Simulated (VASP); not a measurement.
# Pd (P6/mmm) in VASP: a series of runs, part 2 of 2

VASP 6.6.1.

## 3. Relaxation of cell and atoms, PBE

File INCAR:

```
SYSTEM = Pd
ALGO = Fast
EDIFF = 1E-7
EDIFFG = -0.01
ENCUT = 600
GGA = PE
IBRION = 2
ISIF = 3
ISMEAR = 0
LASPH = .TRUE.
LCHARG = .FALSE.
LREAL = .FALSE.
LWAVE = .FALSE.
NELM = 60
NSW = 100
PREC = Accurate
SIGMA = 0.1
```

File KPOINTS:

```
k-points
0
G
  24 24 20
  0 0 0
```

File POSCAR:

```
Pd
1.0
    2.7007183236      0.0000000000      0.0000000000
   -1.3503591618      2.3388906767      0.0000000000
    0.0000000000      0.0000000000      2.6313693702
Pd
1
Direct
    0.0000000000      0.0000000000      0.0000000000
```

Potentials or basis: VASP PAW PBE potentials, release 64 (Pd).

Started as:

```sh
$ cat potpaw_PBE.64/Pd/POTCAR > POTCAR
$ mpirun -np 1 vasp_std > vasp.out
```

OUTCAR:

```text
SYSTEM = Pd
   EDIFF = 1E-7
   EDIFFG = -0.01
   ENCUT = 600
   GGA = PE
   IBRION = 2
   ISIF = 3
   ISMEAR = 0
   LASPH = .TRUE.
   LREAL = .FALSE.
   NELM = 60
   NSW = 100
   PREC = Accurate

 ion  position               nearest neighbor table
   1  0.000  0.000  0.000-

  LATTYP: Found a hexagonal cell.
 ALAT       =     2.7007183236
 C/A-ratio  =     0.9743220340

  Lattice vectors:

 A1 = (   2.7007183236,   0.0000000000,   0.0000000000)
 A2 = (  -1.3503591618,   2.3388906767,   0.0000000000)
 A3 = (   0.0000000000,   0.0000000000,   2.6313693702)

Analysis of symmetry for initial positions (statically):
=====================================================================
 Subroutine PRICEL returns:
 Original cell was already a primitive cell.

 Routine SETGRP: Setting up the symmetry group for a
 hexagonal supercell.

 Subroutine GETGRP returns: Found 24 space group operations
 (whereof 24 operations were pure point group operations)
 out of a pool of 24 trial point group operations.

The static configuration has the point symmetry D_6h.

Analysis of symmetry for dynamics (positions and initial velocities):
=====================================================================
 Subroutine PRICEL returns:
 Original cell was already a primitive cell.

 Routine SETGRP: Setting up the symmetry group for a
 hexagonal supercell.

 Subroutine GETGRP returns: Found 24 space group operations
 (whereof 24 operations were pure point group operations)
 out of a pool of 24 trial point group operations.

The dynamic configuration has the point symmetry D_6h.

 Subroutine INISYM returns: Found 24 space group operations
 (whereof 24 operations are pure point group operations),
 and found     1 'primitive' translations

----------------------------------------------------------------------------------------

                                     Primitive cell

  volume of cell :      16.6215

  direct lattice vectors                    reciprocal lattice vectors
     2.700718324  0.000000000  0.000000000     0.370271861  0.213776559  0.000000000
    -1.350359162  2.338890677  0.000000000     0.000000000  0.427553117  0.000000000
     0.000000000  0.000000000  2.631369370     0.000000000  0.000000000  0.380030265

  length of vectors
     2.700718324  2.700718324  2.631369370     0.427553117  0.427553117  0.380030265

  position of ions in fractional coordinates (direct lattice)
     0.000000000  0.000000000  0.000000000

  ion indices of the primitive-cell ions
   primitive index   ion index
                 1           1

----------------------------------------------------------------------------------------

 KPOINTS: k-points

Automatic generation of k-mesh.
 Grid dimensions read from file:
 generate k-points for:   24   24   20

 Generating k-lattice:

  Cartesian coordinates                     Fractional coordinates (reciprocal lattice)
     0.015427994  0.008907357  0.000000000     0.041666667  0.000000000  0.000000000
     0.000000000  0.017814713  0.000000000     0.000000000  0.041666667  0.000000000
[... 47 lines left out ...]
   NGXF,Y,Z  is equivalent  to a cutoff of  29.55, 29.55, 30.33 a.u.
 SYSTEM =  Pd
   PREC   = accura    normal or accurate (medium, high low for compatibility)
   ISTART =      0    job   : 0-new  1-cont  2-samecut
   ICHARG =      2    charge: 1-file 2-atom 10-const
   ISPIN  =      1    spin polarized calculation?
   LNONCOLLINEAR =      F non collinear calculations
   LSORBIT =      F    spin-orbit coupling
   LASPH  =      T    aspherical Exc in radial PAW
   ENCUT  =  600.0 eV  44.10 Ry    6.64 a.u.   5.39  5.39  5.26*2*pi/ulx,y,z
   NELM   =     60;   NELMIN=  2; NELMDL= -5     # of ELM steps
   EDIFF  = 0.1E-06   stopping-criterion for ELM
   LREAL  =      F    real-space projection
   EDIFFG = -.1E-01   stopping-criterion for IOM
   NSW    =    100    number of steps for IOM
   IBRION =      2    ionic relax: 0-MD 1-quasi-New 2-CG
   NFREE  =      1    steps in history (QN), initial steepest desc. (CG)
   ISIF   =      3    stress and relaxation
   ISYM   =      2    0-nonsym 1-usesym 2-fastsym
   POTIM  = 0.5000    time-step for ionic-motion
   TEBEG  =    0.0;   TEEND  =   0.0 temperature during run
   PSTRESS=    0.0 pullay stress
   NELECT =      10.0000    total number of electrons
   NUPDOWN=      -1.0000    fix difference up-down
   EMIN   =  10.00;   EMAX   =-10.00  energy-range for DOS
   EFERMI =   0.00;   METHOD = LEGACY
   ISMEAR =     0;   SIGMA  =   0.10  broadening in eV -4-tet -1-fermi 0-gaus
   EFERMI_NEDOS =   21; number of points for ismear=-14 and -15
   IALGO  =     68    algorithm
   IMIX   =      4    mixing-type and parameters
     AMIX     =   0.40;   BMIX     =  1.00
     AMIX_MAG =   1.60;   BMIX_MAG =  1.00
  volume/ion in A,a.u.               =      16.62       112.17
  Fermi-wavevector in a.u.,A,eV,Ry     =   1.382031  2.611660 25.987264  1.910010
  Thomas-Fermi vector in A             =   2.506760
   LORBIT       =      0    0 simple, 1 ext, 2 COOP (PROOUT), +10 PAW based schemes
   GGA     = PE    functional components
   LHFCALC =     F    Hartree Fock is set to
   AEXX    =    0.0000 exact exchange contribution
   IVDW    =     0    specifies the selected vdW correction
   LEPSILON=     F    determine dielectric tensor
   LRPA    =     F    only Hartree local field effects (RPA)
 conjugate gradient relaxation of ions
 non-spin polarized calculation
 RMM-DIIS sequential band-by-band and
 Gauss-broadening in eV      SIGMA  =   0.10
  energy-cutoff  :      600.00
  volume of cell :       16.62
 maximum number of plane-waves:       580
 NGX is ok and might be reduce to    24
   NGX = 11   NGY = 11   NGZ = 11

--------------------------------------- Ionic step        1  -------------------------------------------

 number of electron      10.0000000 magnetization

 number of electron       9.9999999 magnetization

 Free energy of the ion-electron system (eV)
  ---------------------------------------------------
  ext. energy  EPLUGINS =         0.00000000
  ---------------------------------------------------
  free energy    TOTEN  =        -4.97002304 eV

  energy without entropy =       -4.96438263  energy(sigma->0) =       -4.96720284

------------------------ aborting loop because EDIFF is reached ----------------------------------------

  FORCE on cell =-STRESS in cart. coord.  units (eV):
  Direction    XX          YY          ZZ          XY          YZ          ZX
  --------------------------------------------------------------------------------------
  -------------------------------------------------------------------------------------
  Total       -0.1335030     -0.1335030      0.1016361     -0.0000000     -0.0000000      0.0000000
  in kB      -12.8685810    -12.8685810      9.7968787     -0.0000000     -0.0000000      0.0000000
  external PRESSURE =      -5.3134278 kB  Pullay stress =       0.0000000 kB
[... 127 lines left out ...]
--------------------------------------- Ionic step        5  -------------------------------------------

 number of electron      10.0000000 magnetization

 Free energy of the ion-electron system (eV)
  ---------------------------------------------------
  ext. energy  EPLUGINS =         0.00000000
  ---------------------------------------------------
  free energy    TOTEN  =        -4.97067130 eV

  energy without entropy =       -4.96520076  energy(sigma->0) =       -4.96793603

 E-fermi :   8.0771     XC(G=0): -12.3956

 val. band max:        8.0763657499   @ k =   0.4167   0.0833   0.4500
 cond. band min:       8.0784316596   @ k =   0.0833   0.0417   0.0000
 fundamental gap:      0.0020659097
 Fermi energy:         8.0771319553

 k-point     1 :       0.0000    0.0000    0.0000
  band No.  band energies     occupation
      1       1.7238      2.00000
      2       3.5389      2.00000
      3       5.4889      2.00000
      4       5.4889      2.00000
      5       8.1237      0.50980
      6       8.1237      0.50980
      7      23.6260      0.00000
      8      25.6160      0.00000
      9      30.6646      0.00000
[... 265 lines left out ...]
 k-point    24 :       0.4583    0.0417    0.0000
  band No.  band energies     occupation
      1       3.1899      2.00000
      2       4.4842      2.00000
      3       6.3995      2.00000
      4       7.7370      2.00000
      5       8.0967      0.78179
      6       9.5812      0.00000
      7      14.7639      0.00000
      8      22.6425      0.00000
      9      27.6354      0.00000

 [... further k-points ...]

------------------------ aborting loop because EDIFF is reached ----------------------------------------

  FORCE on cell =-STRESS in cart. coord.  units (eV):
  Direction    XX          YY          ZZ          XY          YZ          ZX
  --------------------------------------------------------------------------------------
  -------------------------------------------------------------------------------------
  Total        0.0014153      0.0014153      0.0011077     -0.0000000     -0.0000000      0.0000000
  in kB        0.1368746      0.1368746      0.1071263     -0.0000000     -0.0000000      0.0000000
  external PRESSURE =       0.1269585 kB  Pullay stress =       0.0000000 kB
[... 16 lines left out ...]
  FREE ENERGIE OF THE ION-ELECTRON SYSTEM (eV)
  ---------------------------------------------------
  free  energy   TOTEN  =        -4.9706712992 eV

  energy  without entropy=       -4.9652007645  energy(sigma->0) =       -4.96793603

 reached required accuracy - stopping structural energy minimisation
```

OSZICAR:

```text
N       E                     dE             d eps       ncg     rms          rms(c)
DAV:   1     0.433453662826E+02    0.43345E+02   -0.56886E+03 12134   0.116E+03
DAV:   2    -0.478450457094E+01   -0.48130E+02   -0.46819E+02 12755   0.202E+02
DAV:   3    -0.519308022519E+01   -0.40858E+00   -0.40766E+00 14792   0.224E+01
[... 41 lines left out ...]
RMM:   2    -0.497067086865E+01    0.11439E-03   -0.22585E-04 12078   0.167E-01    0.177E-02
RMM:   3    -0.497067058984E+01    0.27881E-06   -0.44800E-06 12078   0.240E-02    0.101E-02
RMM:   4    -0.497067114844E+01   -0.55859E-06   -0.11304E-06 12075   0.111E-02    0.208E-03
RMM:   5    -0.497067131211E+01   -0.16367E-06   -0.12809E-07  8658   0.392E-03    0.351E-04
RMM:   6    -0.497067129920E+01    0.12908E-07   -0.30406E-08  7346   0.161E-03
   5 F= -.49706713E+01 E0= -.49679360E+01  d E =-.139046E-04
```

CONTCAR:

```text
Pd
   1.00000000000000
     2.6913771294530355   -0.0000000000000000   -0.0000000000000000
    -1.3456885647265178    2.3308009652670849    0.0000000000000000
     0.0000000000000000    0.0000000000000000    2.6408343584165976
  Pd
     1
Direct
     0.0000000000000000    0.0000000000000000    1.0000000000000000

  0.00000000E+00  0.00000000E+00  0.00000000E+00
```

Wall time 6 min (1 thread of Intel Xeon 8259CL, shared host); peak memory 0.28 GiB.

What came out:

```
Free energy                           : -4.9707 eV
Relaxed volume                        : 16.57 Å³/atom
Relaxed cell                          : a = 2.691 Å, b = 2.691 Å, c = 2.641 Å, α = 90.00°, β = 90.00°, γ = 120.00°
Space group after relaxing (to 0.1 Å) : P6/mmm (No. 191)
Energy gained by relaxing             : 0.6 meV/atom
Ionic steps                           : 5
Pressure after relaxing               : 0.0 GPa
Band gap on the k mesh                : zero (bands 5 and 6 overlap by 1.92 eV)
```

Step by step:
```tsv
step	energy change (eV)	largest force (eV/Å)	pressure (GPa)	volume (Å³)
1	0.0000	0.0000	-0.53	16.62
2	-0.0003	0.0000	0.82	16.49
3	-0.0006	0.0000	0.16	16.55
4	-0.0006	0.0000	-0.11	16.58
5	-0.0006	0.0000	0.01	16.57
```

Final structure:
```xyz
1
Lattice="2.6914 0.0000 0.0000 -1.3457 2.3308 0.0000 0.0000 0.0000 2.6408" Properties=species:S:1:pos:R:3 pbc="T T T"
Pd    0.0000    0.0000    2.6408
```

Levels at points of the mesh, in eV from the Fermi level:
```
           k point  band 3  band 4  band 5  band 6  band 7  band 8
(0.00, 0.00, 0.00)   -2.59   -2.59    0.05    0.05   15.55   17.54
(0.50, 0.00, 0.00)   -1.69   -0.32    0.35    1.24    6.59   14.87
(0.00, 0.00, 0.50)   -2.29   -1.23   -1.23    0.05    4.58   20.38
(0.50, 0.00, 0.50)   -1.87    0.46    0.93    6.20    6.75   13.47
```
